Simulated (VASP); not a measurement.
Input of a VASP 6.6.1 run:

Contents of INCAR:

```
ALGO     = Normal         # electronic algorithm
EDIFF    = 1E-7           # SCF threshold, eV
EDIFFG   = -0.04          # ionic threshold
ENCUT    = 600            # plane-wave cutoff, eV
GGA      = PE             # functional
IBRION   = 2              # ionic algorithm
ISIF     = 3              # what is computed and relaxed
ISMEAR   = 0              # smearing method
LASPH    = T              # aspherical terms in the spheres
LCHARG   = F              # write CHGCAR
LREAL    = F              # projectors in reciprocal space
LWAVE    = F              # write WAVECAR
NELM     = 60             # most SCF steps
NSW      = 90             # ionic steps
PREC     = Accurate       # precision mode
SIGMA    = 0.1            # smearing width, eV
```

The input KPOINTS:

```
k-points
0
Gamma
  4 4 4
```

POSCAR

```
Hf4Cl
1.0
   -2.9503595500      2.9503595500      2.9503595500
    2.9503595500     -2.9503595500      2.9503595500
    2.9503595500      2.9503595500     -2.9503595500
Hf Cl
4 1
Direct
    0.0000000000      0.0000000000      0.5000000000
    0.5000000000      0.0000000000      0.0000000000
    0.5000000000      0.5000000000      0.5000000000
    0.0000000000      0.5000000000      0.0000000000
    0.0000000000      0.0000000000      0.0000000000
```

Potentials or basis: VASP PAW PBE potentials, release 64 (Hf_pv, Cl).

Run with:

```sh
$ cat potpaw_PBE.64/Hf_pv/POTCAR potpaw_PBE.64/Cl/POTCAR > POTCAR
$ mpirun -np 1 vasp_std > vasp.out
```

Task: Predict the relaxed cell.

Result: a = 5.250 Å, b = 5.250 Å, c = 5.250 Å, α = 109.47°, β = 109.47°, γ = 109.47°.

Task: What does it give for the space group after relaxing (to 0.05 Å)?

Result: Im-3m (No. 229).

Task: What does it give for the relaxed volume?

Result: 22.27 Å³/atom.

Final structure:
```xyz
5
Lattice="-3.0308 3.0308 3.0308 3.0308 -3.0308 3.0308 3.0308 3.0308 -3.0308" Properties=species:S:1:pos:R:3 pbc="T T T"
Hf    1.5154    1.5154   -1.5154
Hf   -1.5154    1.5154    1.5154
Hf    1.5154    1.5154    1.5154
Hf    1.5154   -1.5154    1.5154
Cl    0.0000    0.0000    0.0000
```

Caveat: the k points lie up to 0.37 Å⁻¹ apart in the final cell; an odd number of electrons without spin polarisation forces a metal; a magnetic or distorted state may lie lower.
